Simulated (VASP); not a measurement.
# Ti (P6_3/mmc) in VASP: settings compared

Ti is run at these levels: PBEsol, PBE; tasks: single point.

All numbers are computed with VASP 6.6.1; they aren't measurements. Logs are shortened: lines on timing, memory, paths and dates and some standing lists are left out, and cuts for length are marked.

## 1. The cell of the first run

Symmetry: P6_3/mmc, No. 194, hexagonal system. Conventional cell: a = 2.950 Å, b = 2.950 Å, c = 4.686 Å, α = 90.00°, β = 90.00°, γ = 120.00°. Within 3.8 Å of Ti (site symmetry -6m2) lie 12 Ti at 2.90 to 2.95 Å.

## 2. Single point, PBEsol

File INCAR:

```
SYSTEM = Ti
PREC = Accurate
ENCUT = 520
EDIFF = 1E-6
ISMEAR = -1
SIGMA = 0.08
LREAL = .FALSE.
LASPH = .TRUE.
NELM = 60
ALGO = Normal
ISIF = 2
LWAVE = .FALSE.
LCHARG = .FALSE.
GGA = PS
NBANDS = 19
```

File KPOINTS:

```
Automatic mesh
0
G
  13 13 7
  0 0 0
```

File POSCAR:

```
Ti
1.0
    2.9499978604      0.0000000000      0.0000000000
   -1.4749989302      2.5547730882      0.0000000000
    0.0000000000      0.0000000000      4.6860000000
Ti
2
Direct
    0.3333333333      0.6666666667      0.2500000000
    0.6666666667      0.3333333333      0.7500000000
```

Potentials or basis: VASP PAW PBE potentials, release 64 (Ti_sv).

Launch:

```bash
cat potpaw_PBE.64/Ti_sv/POTCAR > POTCAR
mpirun -np 1 vasp_std > vasp.out
```

OUTCAR:

```text
SYSTEM = Ti
   PREC = Accurate
   ENCUT = 520
   EDIFF = 1E-6
   ISMEAR = -1
   LREAL = .FALSE.
   LASPH = .TRUE.
   NELM = 60
   ISIF = 2
   GGA = PS

 ion  position               nearest neighbor table
   1  0.333  0.667  0.250-   2 2.90   2 2.90   2 2.90   2 2.90   2 2.90   2 2.90
   2  0.667  0.333  0.750-   1 2.90   1 2.90   1 2.90   1 2.90   1 2.90   1 2.90

  LATTYP: Found a hexagonal cell.
 ALAT       =     2.9499978604
 C/A-ratio  =     1.5884757284

  Lattice vectors:

 A1 = (   2.9499978604,   0.0000000000,   0.0000000000)
 A2 = (  -1.4749989302,   2.5547730882,   0.0000000000)
 A3 = (   0.0000000000,   0.0000000000,   4.6860000000)

Analysis of symmetry for initial positions (statically):
=====================================================================
 Subroutine PRICEL returns:
 Original cell was already a primitive cell.

 Routine SETGRP: Setting up the symmetry group for a
 hexagonal supercell.

 Subroutine GETGRP returns: Found 24 space group operations
 (whereof 12 operations were pure point group operations)
 out of a pool of 24 trial point group operations.

The static configuration has the point symmetry D_3d.
 The point group associated with its full space group is D_6h.

Analysis of symmetry for dynamics (positions and initial velocities):
=====================================================================
 Subroutine PRICEL returns:
 Original cell was already a primitive cell.

 Routine SETGRP: Setting up the symmetry group for a
 hexagonal supercell.

 Subroutine GETGRP returns: Found 24 space group operations
 (whereof 12 operations were pure point group operations)
 out of a pool of 24 trial point group operations.

The dynamic configuration has the point symmetry D_3d.
 The point group associated with its full space group is D_6h.

 Subroutine INISYM returns: Found 24 space group operations
 (whereof 12 operations are pure point group operations),
 and found     1 'primitive' translations

----------------------------------------------------------------------------------------

                                     Primitive cell

  volume of cell :      35.3164

  direct lattice vectors                    reciprocal lattice vectors
     2.949997860  0.000000000  0.000000000     0.338983297  0.195712098  0.000000000
    -1.474998930  2.554773088  0.000000000     0.000000000  0.391424195  0.000000000
     0.000000000  0.000000000  4.686000000     0.000000000  0.000000000  0.213401622

  length of vectors
     2.949997860  2.949997860  4.686000000     0.391424195  0.391424195  0.213401622

  position of ions in fractional coordinates (direct lattice)
     0.333333333  0.666666667  0.250000000
     0.666666667  0.333333333  0.750000000

  ion indices of the primitive-cell ions
   primitive index   ion index
                 1           1
                 2           2

----------------------------------------------------------------------------------------

 KPOINTS: Automatic mesh

Automatic generation of k-mesh.
 Grid dimensions read from file:
 generate k-points for:   13   13    7

 Generating k-lattice:

  Cartesian coordinates                     Fractional coordinates (reciprocal lattice)
     0.026075638  0.015054777  0.000000000     0.076923077  0.000000000  0.000000000
     0.000000000  0.030109553  0.000000000     0.000000000  0.076923077  0.000000000
     0.000000000  0.000000000  0.030485946     0.000000000  0.000000000  0.142857143

  Length of vectors
     0.030109553  0.030109553  0.030485946

  Shift w.r.t. Gamma in fractional coordinates (k-lattice)
     0.000000000  0.000000000  0.000000000

 Subroutine IBZKPT returns following result:
 ===========================================

 Found     84 irreducible k-points:

 Following reciprocal coordinates:
            Coordinates               Weight
  0.000000  0.000000  0.000000      1.000000
  0.076923  0.000000  0.000000      6.000000
  0.153846  0.000000  0.000000      6.000000
  0.230769  0.000000  0.000000      6.000000
  0.307692  0.000000  0.000000      6.000000
  0.384615  0.000000  0.000000      6.000000
[... 16 lines left out ...]
  0.076923  0.000000  0.142857     12.000000
  0.153846  0.000000  0.142857     12.000000
 [... further k-points ...]
   k-points           NKPTS =     84   k-points in BZ     NKDIM =     84   number of bands    NBANDS=     19
   number of dos      NEDOS =    301   number of ions     NIONS =      2
   total plane-waves  NPLWV =  20736
   dimension x,y,z NGX =    24 NGY =   24 NGZ =   36
   dimension x,y,z NGXF=    48 NGYF=   48 NGZF=   72
   ions per type =               2
   NGX,Y,Z   is equivalent  to a cutoff of  13.53, 13.53, 12.77 a.u.
   NGXF,Y,Z  is equivalent  to a cutoff of  27.05, 27.05, 25.54 a.u.
 SYSTEM =  Ti
   PREC   = accura    normal or accurate (medium, high low for compatibility)
   ISTART =      0    job   : 0-new  1-cont  2-samecut
   ICHARG =      2    charge: 1-file 2-atom 10-const
   ISPIN  =      1    spin polarized calculation?
   LNONCOLLINEAR =      F non collinear calculations
   LSORBIT =      F    spin-orbit coupling
   LASPH  =      T    aspherical Exc in radial PAW
   ENCUT  =  520.0 eV  38.22 Ry    6.18 a.u.   5.49  5.49  8.71*2*pi/ulx,y,z
   NELM   =     60;   NELMIN=  2; NELMDL= -5     # of ELM steps
   EDIFF  = 0.1E-05   stopping-criterion for ELM
   LREAL  =      F    real-space projection
   EDIFFG = 0.1E-04   stopping-criterion for IOM
   NSW    =      0    number of steps for IOM
   IBRION =     -1    ionic relax: 0-MD 1-quasi-New 2-CG
   NFREE  =      0    steps in history (QN), initial steepest desc. (CG)
   ISIF   =      2    stress and relaxation
   ISYM   =      2    0-nonsym 1-usesym 2-fastsym
   POTIM  = 0.5000    time-step for ionic-motion
   TEBEG  =    0.0;   TEEND  =   0.0 temperature during run
   PSTRESS=    0.0 pullay stress
   NELECT =      24.0000    total number of electrons
   NUPDOWN=      -1.0000    fix difference up-down
   EMIN   =  10.00;   EMAX   =-10.00  energy-range for DOS
   EFERMI =   0.00;   METHOD = LEGACY
   ISMEAR =    -1;   SIGMA  =   0.08  broadening in eV -4-tet -1-fermi 0-gaus
   EFERMI_NEDOS =   21; number of points for ismear=-14 and -15
   IALGO  =     38    algorithm
   IMIX   =      4    mixing-type and parameters
     AMIX     =   0.40;   BMIX     =  1.00
     AMIX_MAG =   1.60;   BMIX_MAG =  1.00
  volume/ion in A,a.u.               =      17.66       119.16
  Fermi-wavevector in a.u.,A,eV,Ry     =   1.439306  2.719894 28.185854  2.071602
  Thomas-Fermi vector in A             =   2.558176
   LORBIT       =      0    0 simple, 1 ext, 2 COOP (PROOUT), +10 PAW based schemes
   GGA     = PS    functional components
   LHFCALC =     F    Hartree Fock is set to
   AEXX    =    0.0000 exact exchange contribution
   IVDW    =     0    specifies the selected vdW correction
   LEPSILON=     F    determine dielectric tensor
   LRPA    =     F    only Hartree local field effects (RPA)
 non-spin polarized calculation
  energy-cutoff  :      520.00
  volume of cell :       35.32
 maximum number of plane-waves:       975
 NGX is ok and might be reduce to    24
   NGX = 11   NGY = 11   NGZ = 17

 number of electron      24.0000001 magnetization

 Free energy of the ion-electron system (eV)
  ---------------------------------------------------
  ext. energy  EPLUGINS =         0.00000000
  ---------------------------------------------------
  free energy    TOTEN  =       -16.66341385 eV

  energy without entropy =      -16.61417766  energy(sigma->0) =      -16.63879576

 E-fermi :   8.0230     XC(G=0): -11.5559

 val. band max:        8.0199261318   @ k =   0.0769   0.0769   0.0000
 cond. band min:       8.0256629961   @ k =   0.0000   0.0000   0.4286
 fundamental gap:      0.0057368643
 Fermi energy:         8.0229690024

 k-point     1 :       0.0000    0.0000    0.0000
  band No.  band energies     occupation
      1     -48.6157      2.00000
      2     -48.4866      2.00000
      3     -25.2854      2.00000
      4     -24.6696      2.00000
      5     -24.6696      2.00000
      6     -24.6078      2.00000
[... 11 lines left out ...]
     18       9.6407      0.00000
     19      11.1348      0.00000

 k-point     2 :       0.0769    0.0000    0.0000
  band No.  band energies     occupation
      1     -48.6101      2.00000
      2     -48.4843      2.00000
      3     -25.2729      2.00000
      4     -24.6954      2.00000
      5     -24.6782      2.00000
      6     -24.6131      2.00000
[... 11 lines left out ...]
     18       9.5506      0.00000
     19      11.1825      0.00000

 k-point     3 :       0.1538    0.0000    0.0000
  band No.  band energies     occupation
      1     -48.5944      2.00000
      2     -48.4783      2.00000
      3     -25.2370      2.00000
      4     -24.7671      2.00000
      5     -24.7013      2.00000
      6     -24.6737      2.00000
[... 11 lines left out ...]
     18       9.6837      0.00000
     19      11.2868      0.00000

 k-point     4 :       0.2308    0.0000    0.0000
  band No.  band energies     occupation
      1     -48.5714      2.00000
      2     -48.4707      2.00000
      3     -25.1822      2.00000
      4     -24.8691      2.00000
      5     -24.7736      2.00000
      6     -24.7327      2.00000
[... 11 lines left out ...]
     18      10.1280      0.00000
     19      11.3906      0.00000

 k-point     5 :       0.3077    0.0000    0.0000
  band No.  band energies     occupation
      1     -48.5453      2.00000
      2     -48.4641      2.00000
      3     -25.1156      2.00000
      4     -24.9784      2.00000
      5     -24.8761      2.00000
      6     -24.7648      2.00000
[... 11 lines left out ...]
     18      10.6493      0.00000
     19      11.4676      0.00000
[... 334 lines left out ...]
      2     -48.4683      2.00000
      3     -25.0437      2.00000
      4     -24.9513      2.00000
      5     -24.9164      2.00000
      6     -24.9077      2.00000
[... 11 lines left out ...]
     18      11.2686      0.00000
     19      13.4394      0.00000

 k-point    22 :       0.0000    0.0000    0.1429
  band No.  band energies     occupation
      1     -48.6094      2.00000
      2     -48.4930      2.00000
      3     -25.2530      2.00000
      4     -24.6649      2.00000
      5     -24.6649      2.00000
      6     -24.6427      2.00000
[... 11 lines left out ...]
     18       9.8207      0.00000
     19      11.1418      0.00000

 k-point    23 :       0.0769    0.0000    0.1429
  band No.  band energies     occupation
      1     -48.6040      2.00000
      2     -48.4906      2.00000
      3     -25.2421      2.00000
      4     -24.6900      2.00000
      5     -24.6732      2.00000
      6     -24.6559      2.00000
[... 11 lines left out ...]
     18       9.7765      0.00000
     19      11.1804      0.00000

 k-point    24 :       0.1538    0.0000    0.1429
  band No.  band energies     occupation
      1     -48.5887      2.00000
      2     -48.4841      2.00000
      3     -25.2113      2.00000
      4     -24.7599      2.00000
      5     -24.7098      2.00000
      6     -24.6957      2.00000
[... 11 lines left out ...]
     18       9.7914      0.00000
     19      11.2640      0.00000

 [... further k-points ...]
[... 5 lines left out ...]
  --------------------------------------------------------------------------------------
  -------------------------------------------------------------------------------------
  Total       -1.2834095     -1.2834095     -1.3909142      0.0000000      0.0000000      0.0000000
  in kB      -58.2236634    -58.2236634    -63.1007614      0.0000000      0.0000000      0.0000000
  external PRESSURE =     -59.8493628 kB  Pullay stress =       0.0000000 kB

 VOLUME and BASIS-vectors are now :
 -----------------------------------------------------------------------------
  energy-cutoff  :      520.00
  volume of cell :       35.32
      direct lattice vectors                 reciprocal lattice vectors
     2.949997860  0.000000000  0.000000000     0.338983297  0.195712098  0.000000000
    -1.474998930  2.554773088  0.000000000     0.000000000  0.391424195  0.000000000
     0.000000000  0.000000000  4.686000000     0.000000000  0.000000000  0.213401622

 POSITION                                       TOTAL-FORCE (eV/Angst)
 -----------------------------------------------------------------------------------
     -0.00000      1.70318      1.17150         0.000000     -0.000000      0.000000
      1.47500      0.85159      3.51450        -0.000000      0.000000      0.000000
 -----------------------------------------------------------------------------------
    total drift:                               -0.000000      0.000000     -0.000000

  FREE ENERGIE OF THE ION-ELECTRON SYSTEM (eV)
  ---------------------------------------------------
  free  energy   TOTEN  =       -16.6634138525 eV

  energy  without entropy=      -16.6141776599  energy(sigma->0) =      -16.63879576
```

Run time: 27 s. Hardware: 1 thread of Intel Xeon Platinum 8488C (Sapphire Rapids), shared host; peak memory 0.18 GiB.

What came out:

```yaml
Free_energy: -16.6634 eV
Pressure: -6.0 GPa
Band_gap_on_the_k_mesh: zero (band 12 reaches 8.80 eV, above the bottom of band 13 at 7.71 eV)
```

Stress tensor (GPa, compression positive):
```
-5.82  0.00  0.00
 0.00 -5.82  0.00
 0.00  0.00 -6.31
```

Caveat: the PAW data sets were made with another functional, which shifts forces and pressure a little.

## 3. Single point, PBE

File INCAR:

```
SYSTEM = Ti
PREC     = Accurate       ! precision mode
ENCUT    = 520            ! plane-wave cutoff, eV
EDIFF    = 1E-6           ! SCF threshold, eV
ISMEAR   = -1             ! smearing method
SIGMA    = 0.08           ! smearing width, eV
LREAL    = .False.        ! projectors in reciprocal space
LASPH    = .True.         ! aspherical terms in the spheres
NELM     = 80             ! most SCF steps
ALGO     = Normal         ! electronic algorithm
ISIF     = 2              ! what is computed and relaxed
LWAVE    = .False.        ! write WAVECAR
LCHARG   = .False.        ! write CHGCAR
GGA      = PE             ! functional
NBANDS   = 19             ! bands
```

File KPOINTS:

```
regular mesh
0
Gamma
  13 13 7
  0 0 0
```

POSCAR is that of step 2.

Potentials or basis: VASP PAW PBE potentials, release 64 (Ti_sv).

Launch:

```bash
cat potpaw_PBE.64/Ti_sv/POTCAR > POTCAR
mpirun -np 1 vasp_std > vasp.out
```

It took 43 s on 1 thread of Intel Xeon Platinum 8488C (Sapphire Rapids), shared host; peak memory 0.18 GiB.

Results (log left out):

```
Free energy            : -15.6910 eV
Pressure               : -1.8 GPa
Band gap on the k mesh : zero (band 12 reaches 8.93 eV, above the bottom of band 13 at 7.84 eV)
```

Stress tensor (GPa, compression positive):
```
-1.67  0.00  0.00
 0.00 -1.67  0.00
 0.00  0.00 -2.06
```

Levels at points of the mesh, in eV from the Fermi level:
```tsv
k point	band 8	band 9	band 10	band 11	band 12	band 13	band 14	band 15	band 16	band 17
(0.00, 0.00, 0.00)	-32.74	-6.16	-2.64	0.71	0.78	0.78	0.87	1.26	1.26	1.62
```

## 4. Single point, PBE (volume scaled by 0.9405)

File INCAR:

```
PREC = Accurate
ENCUT = 520
EDIFF = 1E-6
ISMEAR = -1
SIGMA = 0.08
LREAL = F
LASPH = T
NELM = 60
ALGO = Normal
ISIF = 2
LWAVE = F
LCHARG = F
GGA = PE
NBANDS = 19
```

File KPOINTS:

```
Automatic mesh
0
Gamma
  13 13 7
```

File POSCAR:

```
Ti
1.0
    2.8902892058      0.0000000000      0.0000000000
   -1.4451446029      2.5030638765      0.0000000000
    0.0000000000      0.0000000000      4.5911542513
Ti
2
Direct
    0.3333333333      0.6666666667      0.2500000000
    0.6666666667      0.3333333333      0.7500000000
```

Launch:

```bash
cat potpaw_PBE.64/Ti_sv/POTCAR > POTCAR
mpirun -np 1 vasp_std > vasp.out
```

Wall time 22 s (1 thread of Intel Xeon 6975P-C, shared host); peak memory 0.18 GiB.

The run converged. Its results:

| Property | Result |
| --- | --- |
| Free energy | -15.6694 eV |
| Pressure | 5.4 GPa |
| Band gap on the k mesh | zero (band 12 reaches 9.62 eV, above the bottom of band 13 at 8.48 eV) |

Stress tensor (GPa, compression positive):
```
5.44 0.00 0.00
0.00 5.44 0.00
0.00 0.00 5.24
```

Levels at points of the mesh, in eV from the Fermi level:
| k point | band 8 | band 9 | band 10 | band 11 | band 12 | band 13 | band 14 | band 15 | band 16 | band 17 |
| --- | --- | --- | --- | --- | --- | --- | --- | --- | --- | --- |
| (0.00, 0.00, 0.00) | -32.56 | -6.31 | -2.79 | 0.81 | 0.81 | 0.88 | 0.92 | 1.34 | 1.34 | 1.73 |

[end of part 1 of 2]
